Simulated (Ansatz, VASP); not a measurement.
# Two plane-wave programs on BaTiO3

The input INCAR:

```
PREC = Accurate ; ENCUT = 520
EDIFF = 1E-6 ; ISMEAR = 0
SIGMA = 0.01 ; LREAL = False
LASPH = True ; NELM = 100
ALGO = Normal ; ISIF = 2
LWAVE = False ; LCHARG = False
GGA = PS ; NBANDS = 28
```

KPOINTS

```
regular mesh
0
Gamma
  6 6 6
```

POSCAR

```
BaTiO3
1.0
    4.0379468039      0.0000000000      0.0000000000
    0.0000000000      2.8742319127      2.8825904778
    0.0000000000     -2.8742319127      2.8825904778
Ba Ti O
1 1 3
Direct
    0.0000000000      0.0000000000      0.0000000000
    0.5000000000      0.5124000000      0.5124000000
    0.0000000000      0.4874000000      0.4874000000
    0.5000000000      0.5052400000      0.9918400000
    0.5000000000      0.9918400000      0.5052400000
```

Input for Ansatz:

```yaml
crystal:
  lattice:
    - [4.037946803925316, 0.0, 0.0]
    - [0.0, 2.8742319126974607, 2.8825904777789773]
    - [0.0, -2.8742319126974607, 2.8825904777789773]
  atoms:
    - { symbol: Ba, position: [0.0, 0.0, 0.0] }
    - { symbol: Ti, position: [0.5, 0.5124, 0.5124] }
    - { symbol: O, position: [0.0, 0.4874, 0.4874] }
    - { symbol: O, position: [0.5, 0.50524, 0.99184] }
    - { symbol: O, position: [0.5, 0.99184, 0.50524] }
basis:
  ecutwfc: 510.0
kpoints:
  mp_grid:
    grid: [6, 6, 6]
hamiltonian:
  xc: pbesol
scf:
  convergence:
    dr2_threshold: 1.0e-10
  occupations:
    method: fixed
output:
  stress: true
```

Alike in both runs: task single point; functional PBEsol; k mesh 6 × 6 × 6; no spin polarisation.

|  | VASP | Ansatz |
| --- | --- | --- |
| version | VASP 6.6.1 | Ansatz 0.2.0 |
| potentials or method | VASP PAW PBE potentials, release 64 (Ba_sv, Ti_sv, O), cutoff 520 eV | plane waves, PAW |
| occupations | gaussian, width 0.01 eV | fixed |
| valence electrons in the cell | 40 | 40 |

VASP gave:

```
pressure (GPa)                                                : -8.1
traceless stress, the component that is largest in VASP (GPa) : -0.33
```

Question: Estimate Ansatz's values.

Answer: Pressure (GPa): -9.7; traceless stress, the component that is largest in VASP (GPa): -0.33.

VASP's potentials were made for PBE, not for PBEsol.

Spin-orbit coupling is off throughout.
